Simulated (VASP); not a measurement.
# Sr in VASP: further runs

The runs below take Sr through single point, with PBE.

Everything below comes from runs of VASP 6.6.1. Logs are shortened: lines on timing, memory, paths and dates and some standing lists are left out, and cuts for length are marked.

### 1 The cell of the first run

The cell holds a slab with vacuum, 1 atom: a = 4.270 Å, b = 4.270 Å, c = 20.000 Å, α = 90.00°, β = 90.00°, γ = 120.00°.

### 2 Single point, PBE

File INCAR:

```
SYSTEM = Sr
ALGO     = Normal         ! electronic algorithm
DIPOL    = 0.5 0.5 0.500
EDIFF    = 1E-6           ! SCF threshold, eV
ENCUT    = 400            ! plane-wave cutoff, eV
GGA      = PE             ! functional
GGA_COMPAT= .False.      
IDIPOL   = 3            
ISIF     = 2              ! what is computed and relaxed
ISMEAR   = -1             ! smearing method
LASPH    = .True.         ! aspherical terms in the spheres
LCHARG   = .True.         ! write CHGCAR
LDIPOL   = .True.       
LELF     = .True.         ! ELF
LREAL    = .False.        ! projectors in reciprocal space
LVACPOTAV= .True.       
LVHAR    = .True.       
LWAVE    = .False.        ! write WAVECAR
NBANDS   = 11             ! bands
NELM     = 120            ! most SCF steps
NELMDL   = -8           
PREC     = Accurate       ! precision mode
SIGMA    = 0.05           ! smearing width, eV
```

File KPOINTS:

```
k-points
0
Gamma
  9 9 1
  0 0 0
```

File POSCAR:

```
Sr
1.0
    4.2697043870      0.0000000000      0.0000000000
   -2.1348521935      3.6976724658      0.0000000000
    0.0000000000      0.0000000000     20.0000000000
Sr
1
Direct
    0.0000000000      0.0000000000      0.5000000000
```

Potentials or basis: VASP PAW PBE potentials, release 64 (Sr_sv).

Command:

```console
$ cat potpaw_PBE.64/Sr_sv/POTCAR > POTCAR
$ mpirun -np 1 vasp_std > vasp.out
```

OUTCAR:

```text
SYSTEM = Sr
   EDIFF = 1E-6
   ENCUT = 400
   GGA = PE
   ISIF = 2
   ISMEAR = -1
   LASPH = .True.
   LREAL = .False.
   NELM = 120
   NELMDL = -8
   PREC = Accurate

 ion  position               nearest neighbor table
   1  0.000  0.000  0.500-

  LATTYP: Found a hexagonal cell.
 ALAT       =     4.2697043870
 C/A-ratio  =     4.6841650351

  Lattice vectors:

 A1 = (   4.2697043870,   0.0000000000,   0.0000000000)
 A2 = (  -2.1348521935,   3.6976724658,   0.0000000000)
 A3 = (   0.0000000000,   0.0000000000,  20.0000000000)

Analysis of symmetry for initial positions (statically):
=====================================================================
 Subroutine PRICEL returns:
 Original cell was already a primitive cell.

 Routine SETGRP: Setting up the symmetry group for a
 hexagonal supercell.

 Subroutine GETGRP returns: Found 24 space group operations
 (whereof 24 operations were pure point group operations)
 out of a pool of 24 trial point group operations.

The static configuration has the point symmetry D_6h.

Analysis of symmetry for dynamics (positions and initial velocities):
=====================================================================
 Subroutine PRICEL returns:
 Original cell was already a primitive cell.

 Routine SETGRP: Setting up the symmetry group for a
 hexagonal supercell.

 Subroutine GETGRP returns: Found 24 space group operations
 (whereof 24 operations were pure point group operations)
 out of a pool of 24 trial point group operations.

The dynamic configuration has the point symmetry D_6h.

 Subroutine INISYM returns: Found 24 space group operations
 (whereof 24 operations are pure point group operations),
 and found     1 'primitive' translations

----------------------------------------------------------------------------------------

                                     Primitive cell

  volume of cell :     315.7594

  direct lattice vectors                    reciprocal lattice vectors
     4.269704387  0.000000000  0.000000000     0.234208252  0.135220197  0.000000000
    -2.134852193  3.697672466  0.000000000     0.000000000  0.270440394  0.000000000
     0.000000000  0.000000000 20.000000000     0.000000000  0.000000000  0.050000000

  length of vectors
     4.269704387  4.269704387 20.000000000     0.270440394  0.270440394  0.050000000

  position of ions in fractional coordinates (direct lattice)
     0.000000000  0.000000000  0.500000000

  ion indices of the primitive-cell ions
   primitive index   ion index
                 1           1

----------------------------------------------------------------------------------------

 KPOINTS: k-points

Automatic generation of k-mesh.
 Grid dimensions read from file:
 generate k-points for:    9    9    1

 Generating k-lattice:

  Cartesian coordinates                     Fractional coordinates (reciprocal lattice)
     0.026023139  0.015024466  0.000000000     0.111111111 -0.000000000  0.000000000
     0.000000000  0.030048933  0.000000000     0.000000000  0.111111111  0.000000000
     0.000000000  0.000000000  0.050000000     0.000000000  0.000000000  1.000000000

  Length of vectors
     0.030048933  0.030048933  0.050000000

  Shift w.r.t. Gamma in fractional coordinates (k-lattice)
     0.000000000  0.000000000  0.000000000

 Subroutine IBZKPT returns following result:
 ===========================================

 Found     12 irreducible k-points:

 Following reciprocal coordinates:
            Coordinates               Weight
  0.000000  0.000000  0.000000      1.000000
  0.111111  0.000000  0.000000      6.000000
  0.222222  0.000000  0.000000      6.000000
  0.333333  0.000000  0.000000      6.000000
  0.444444  0.000000  0.000000      6.000000
  0.111111  0.111111  0.000000      6.000000
  0.222222  0.111111  0.000000     12.000000
  0.333333  0.111111  0.000000     12.000000
  0.444444  0.111111  0.000000      6.000000
  0.222222  0.222222  0.000000      6.000000
  0.333333  0.222222  0.000000     12.000000
  0.333333  0.333333  0.000000      2.000000
   k-points           NKPTS =     12   k-points in BZ     NKDIM =     12   number of bands    NBANDS=     11
   number of dos      NEDOS =    301   number of ions     NIONS =      1
   total plane-waves  NPLWV = 109760
   dimension x,y,z NGX =    28 NGY =   28 NGZ =  140
   dimension x,y,z NGXF=    56 NGYF=   56 NGZF=  280
   ions per type =               1
   NGX,Y,Z   is equivalent  to a cutoff of  10.90, 10.90, 11.64 a.u.
   NGXF,Y,Z  is equivalent  to a cutoff of  21.80, 21.80, 23.27 a.u.
 SYSTEM =  Sr
   PREC   = accura    normal or accurate (medium, high low for compatibility)
   ISTART =      0    job   : 0-new  1-cont  2-samecut
   ICHARG =      2    charge: 1-file 2-atom 10-const
   ISPIN  =      1    spin polarized calculation?
   LNONCOLLINEAR =      F non collinear calculations
   LSORBIT =      F    spin-orbit coupling
   LASPH  =      T    aspherical Exc in radial PAW
   ENCUT  =  400.0 eV  29.40 Ry    5.42 a.u.   6.96  6.96 32.61*2*pi/ulx,y,z
   NELM   =    120;   NELMIN=  2; NELMDL= -8     # of ELM steps
   EDIFF  = 0.1E-05   stopping-criterion for ELM
   LREAL  =      F    real-space projection
   EDIFFG = 0.1E-04   stopping-criterion for IOM
   NSW    =      0    number of steps for IOM
   IBRION =     -1    ionic relax: 0-MD 1-quasi-New 2-CG
   NFREE  =      0    steps in history (QN), initial steepest desc. (CG)
   ISIF   =      2    stress and relaxation
   ISYM   =      2    0-nonsym 1-usesym 2-fastsym
   POTIM  = 0.5000    time-step for ionic-motion
   TEBEG  =    0.0;   TEEND  =   0.0 temperature during run
   PSTRESS=    0.0 pullay stress
   NELECT =      10.0000    total number of electrons
   NUPDOWN=      -1.0000    fix difference up-down
   EMIN   =  10.00;   EMAX   =-10.00  energy-range for DOS
   EFERMI =   0.00;   METHOD = LEGACY
   ISMEAR =    -1;   SIGMA  =   0.05  broadening in eV -4-tet -1-fermi 0-gaus
   EFERMI_NEDOS =   21; number of points for ismear=-14 and -15
   IALGO  =     38    algorithm
   IMIX   =      4    mixing-type and parameters
     AMIX     =   0.40;   BMIX     =  1.00
     AMIX_MAG =   1.60;   BMIX_MAG =  1.00
  volume/ion in A,a.u.               =     315.76      2130.85
  Fermi-wavevector in a.u.,A,eV,Ry     =   0.517952  0.978787  3.650091  0.268274
  Thomas-Fermi vector in A             =   1.534612
   LORBIT       =      0    0 simple, 1 ext, 2 COOP (PROOUT), +10 PAW based schemes
   GGA     = PE    functional components
   LHFCALC =     F    Hartree Fock is set to
   AEXX    =    0.0000 exact exchange contribution
   IVDW    =     0    specifies the selected vdW correction
   LEPSILON=     F    determine dielectric tensor
   LRPA    =     F    only Hartree local field effects (RPA)
 non-spin polarized calculation
  energy-cutoff  :      400.00
  volume of cell :      315.76
 maximum number of plane-waves:      5765
 NGX is ok and might be reduce to    28
   NGX = 13   NGY = 13   NGZ = 65

 dipolmoment           0.000000      0.000000     -0.000000 electrons x Angstroem

 number of electron      10.0000000 magnetization

 dipolmoment           0.000000      0.000000      0.000000 electrons x Angstroem

 Free energy of the ion-electron system (eV)
  ---------------------------------------------------
  ext. energy  EPLUGINS =         0.00000000
  ---------------------------------------------------
  free energy    TOTEN  =        -0.94378981 eV

  energy without entropy =       -0.93308492  energy(sigma->0) =       -0.93843736

 E-fermi :  -1.6534     XC(G=0):  -2.0964

 val. band max:       -1.6707706042   @ k =   0.0000   0.0000   0.0000
 cond. band min:      -1.6091744290   @ k =   0.1111   0.0000   0.0000
 fundamental gap:      0.0615961752
 Fermi energy:        -1.6534457049

 k-point     1 :       0.0000    0.0000    0.0000
  band No.  band energies     occupation
      1     -38.9791      2.00000
      2     -21.0803      2.00000
      3     -20.7986      2.00000
      4     -20.7986      2.00000
      5      -4.4653      2.00000
      6      -1.6708      1.17154
      7      -0.9072      0.00000
      8       0.4538      0.00000
      9       0.4538      0.00000
     10       0.6738      0.00000
     11       0.9251      0.00000

 k-point     2 :       0.1111    0.0000    0.0000
  band No.  band energies     occupation
      1     -38.9780      2.00000
      2     -21.0782      2.00000
      3     -20.8156      2.00000
      4     -20.8027      2.00000
      5      -4.2841      2.00000
      6      -1.6092      0.58411
      7      -0.7898      0.00000
      8       0.1905      0.00000
      9       0.6186      0.00000
     10       0.7993      0.00000
     11       0.9655      0.00000

 k-point     3 :       0.2222    0.0000    0.0000
  band No.  band energies     occupation
      1     -38.9754      2.00000
      2     -21.0727      2.00000
      3     -20.8582      2.00000
      4     -20.8129      2.00000
      5      -3.7703      2.00000
      6      -1.4466      0.03143
      7      -0.5141      0.00000
      8      -0.2926      0.00000
      9       0.9986      0.00000
     10       1.0972      0.00000
     11       1.1668      0.00000

 k-point     4 :       0.3333    0.0000    0.0000
  band No.  band energies     occupation
      1     -38.9724      2.00000
      2     -21.0664      2.00000
      3     -20.9060      2.00000
      4     -20.8245      2.00000
      5      -3.0262      2.00000
      6      -1.2502      0.00063
      7      -0.8622      0.00000
      8      -0.0384      0.00000
      9       1.0121      0.00000
     10       1.3133      0.00000
     11       1.8300      0.00000

 k-point     5 :       0.4444    0.0000    0.0000
  band No.  band energies     occupation
      1     -38.9705      2.00000
      2     -21.0623      2.00000
      3     -20.9368      2.00000
      4     -20.8320      2.00000
      5      -2.3208      2.00000
      6      -1.1675      0.00012
      7      -1.1162      0.00004
      8       0.0706      0.00000
      9       1.0600      0.00000
     10       1.2079      0.00000
     11       2.6134      0.00000

 k-point     6 :       0.1111    0.1111    0.0000
  band No.  band energies     occupation
      1     -38.9762      2.00000
      2     -21.0743      2.00000
      3     -20.8439      2.00000
      4     -20.8113      2.00000
      5      -3.9351      2.00000
      6      -1.4957      0.08177
      7      -0.5690      0.00000
      8      -0.1985      0.00000
      9       0.9455      0.00000
     10       1.0142      0.00000
     11       1.0461      0.00000

 k-point     7 :       0.2222    0.1111    0.0000
  band No.  band energies     occupation
      1     -38.9734      2.00000
      2     -21.0685      2.00000
      3     -20.8855      2.00000
      4     -20.8257      2.00000
      5      -3.2919      2.00000
      6      -1.3047      0.00187
      7      -0.6898      0.00000
      8      -0.1856      0.00000
      9       1.0405      0.00000
     10       1.2254      0.00000
     11       1.4940      0.00000

 k-point     8 :       0.3333    0.1111    0.0000
  band No.  band energies     occupation
      1     -38.9709      2.00000
      2     -21.0633      2.00000
      3     -20.9216      2.00000
      4     -20.8385      2.00000
      5      -2.5044      2.00000
      6      -1.1082      0.00004
      7      -1.0641      0.00002
      8       0.0897      0.00000
      9       0.7609      0.00000
     10       1.4008      0.00000
     11       2.0513      0.00000

 k-point     9 :       0.4444    0.1111    0.0000
  band No.  band energies     occupation
      1     -38.9700      2.00000
      2     -21.0612      2.00000
      3     -20.9357      2.00000
      4     -20.8436      2.00000
      5      -2.0314      1.99896
      6      -1.2397      0.00051
      7      -1.0172      0.00001
      8       0.0563      0.00000
      9       0.6186      0.00000
     10       1.5536      0.00000
     11       2.6074      0.00000

 k-point    10 :       0.2222    0.2222    0.0000
  band No.  band energies     occupation
      1     -38.9711      2.00000
      2     -21.0637      2.00000
      3     -20.9085      2.00000
      4     -20.8482      2.00000
      5      -2.5629      2.00000
      6      -1.0824      0.00002
      7      -1.0067      0.00000
      8       0.0854      0.00000
      9       0.6170      0.00000
     10       1.4183      0.00000
     11       1.8809      0.00000

 k-point    11 :       0.3333    0.2222    0.0000
  band No.  band energies     occupation
      1     -38.9696      2.00000
      2     -21.0605      2.00000
      3     -20.9194      2.00000
      4     -20.8670      2.00000
      5      -1.7929      1.88412
      6      -1.2271      0.00040
      7      -0.8342      0.00000
      8       0.0490      0.00000
      9       0.1624      0.00000
     10       1.8049      0.00000
     11       2.1618      0.00000

 k-point    12 :       0.3333    0.3333    0.0000
  band No.  band energies     occupation
      1     -38.9691      2.00000
      2     -21.0595      2.00000
      3     -20.8984      2.00000
      4     -20.8984      2.00000
      5      -1.2905      0.00141
      6      -1.2905      0.00141
      7      -0.4040      0.00000
      8      -0.4040      0.00000
      9      -0.1850      0.00000
     10       2.0033      0.00000
     11       2.0589      0.00000

------------------------ aborting loop because EDIFF is reached ----------------------------------------

  FORCE on cell =-STRESS in cart. coord.  units (eV):
  Direction    XX          YY          ZZ          XY          YZ          ZX
  --------------------------------------------------------------------------------------
  -------------------------------------------------------------------------------------
  Total       -0.0017504     -0.0017504     -0.0087163      0.0000000      0.0000000      0.0000000
  in kB       -0.0088816     -0.0088816     -0.0442267      0.0000000      0.0000000      0.0000000
  external PRESSURE =      -0.0206633 kB  Pullay stress =       0.0000000 kB

 VOLUME and BASIS-vectors are now :
 -----------------------------------------------------------------------------
  energy-cutoff  :      400.00
  volume of cell :      315.76
      direct lattice vectors                 reciprocal lattice vectors
     4.269704387  0.000000000  0.000000000     0.234208252  0.135220197  0.000000000
    -2.134852193  3.697672466  0.000000000     0.000000000  0.270440394  0.000000000
     0.000000000  0.000000000 20.000000000     0.000000000  0.000000000  0.050000000

 POSITION                                       TOTAL-FORCE (eV/Angst)
 -----------------------------------------------------------------------------------
      0.00000      0.00000     10.00000         0.000000      0.000000      0.000000
 -----------------------------------------------------------------------------------
    total drift:                               -0.000000     -0.000000      0.000000

  FREE ENERGIE OF THE ION-ELECTRON SYSTEM (eV)
  ---------------------------------------------------
  free  energy   TOTEN  =        -0.9437898084 eV

  energy  without entropy=       -0.9330849157  energy(sigma->0) =       -0.93843736

 vacuum level on the upper side and lower side of the slab         0.857         0.857
```

It took 98 s on 1 thread of Intel Xeon Platinum 8488C (Sapphire Rapids), shared host; peak memory 0.3 GiB.

Results:

| Item | Value |
| --- | --- |
| Free energy | -0.9438 eV |
| Band gap on the k mesh | zero (bands 5 and 6 overlap by 0.38 eV) |

### 3 Single point, PBE

File INCAR:

```
PREC = Accurate
ENCUT = 400
EDIFF = 1E-6
ISMEAR = -1
SIGMA = 0.05
LREAL = F
LASPH = T
NELM = 120
ALGO = Normal
ISIF = 2
LWAVE = F
LCHARG = F
LDIPOL = T
IDIPOL = 3
DIPOL = 0.5 0.5 0.500
GGA = PE
NBANDS = 11
GGA_COMPAT = F
NELMDL = -8
```

File KPOINTS:

```
regular mesh
0
Gamma
  9 9 1
```

POSCAR is that of step 2.

Potentials or basis: VASP PAW PBE potentials, release 64 (Sr_sv).

Command:

```console
$ cat potpaw_PBE.64/Sr_sv/POTCAR > POTCAR
$ mpirun -np 1 vasp_std > vasp.out
```

It took 96 s on 1 thread of Intel Xeon Platinum 8488C (Sapphire Rapids), shared host; peak memory 0.3 GiB.

The run converged. Its results:

```
Free energy            : -0.9438 eV
Band gap on the k mesh : zero (bands 5 and 6 overlap by 0.38 eV)
```

Levels at points of the mesh, in eV from the Fermi level:
```
           k point  band 1  band 2  band 3  band 4  band 5  band 6  band 7  band 8  band 9  band 10
(0.00, 0.00, 0.00)  -37.33  -19.43  -19.15  -19.15   -2.81   -0.02    0.75    2.11    2.11     2.33
```
